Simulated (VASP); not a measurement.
Write the native input for VASP 6.6.1 that does the following.

* Task: electric field gradients
* Functional: PBE
* Potentials or basis: VASP PAW PBE potentials, release 64 (Ba_sv, Ti_sv, O)
* Cutoff: 520 eV
* k mesh: 7 × 7 × 7
* Occupations: fermi-dirac, width 0.03 eV
* Spin: no spin polarisation
* Dipole correction: no
* Further INCAR settings: ALGO = Normal; EDIFF = 1e-08; NBANDS = 28

The structure of BaTiO3 lies in POSCAR:

```
BaTiO3
1.0
    4.0782473671      0.0000000000      0.0000000000
    0.0000000000      4.0782473671      0.0000000000
    0.0000000000      0.0000000000      4.0968043205
Ba Ti O
1 1 3
Direct
    0.0000000000      0.0000000000      0.0000000000
    0.5000000000      0.5000000000      0.5000000000
    0.5000000000      0.5000000000      0.0000000000
    0.5000000000      0.0000000000      0.5000000000
    0.0000000000      0.5000000000      0.5000000000
```

This cell differs from its parent crystal: volume scaled by 1.06.

The input as run:

INCAR

```
SYSTEM = BaTiO3
  PREC = Accurate
  ENCUT = 520
  EDIFF = 1E-8
  ISMEAR = -1
  SIGMA = 0.03
  LREAL = .FALSE.
  LASPH = .TRUE.
  NELM = 60
  ALGO = Normal
  ISIF = 2
  LWAVE = .FALSE.
  LCHARG = .FALSE.
  GGA = PE
  LEFG = .TRUE.
  NBANDS = 28
```

KPOINTS

```
Automatic mesh
0
G
  7 7 7
  0 0 0
```

Potentials or basis: VASP PAW PBE potentials, release 64 (Ba_sv, Ti_sv, O).

Run with:

```sh
$ cat potpaw_PBE.64/Ba_sv/POTCAR potpaw_PBE.64/Ti_sv/POTCAR potpaw_PBE.64/O/POTCAR > POTCAR
$ mpirun -np 1 vasp_std > vasp.out
```

It gave:

```json
{
 "Pressure": "-5.6 GPa",
 "Band gap on the k mesh": "1.67 eV, indirect (least direct gap 1.81 eV)"
}
```

Caveat: without QUAD_EFG the Cq values of the log hold for a quadrupole moment of 1 mb, not for the nuclei; spin-orbit coupling is left out, which moves the levels of the heavy elements.

Wall time 50 s on 1 thread of Intel(R) Xeon(R) 6975P-C (Granite Rapids), on a shared host, peak memory 0.22 GiB.
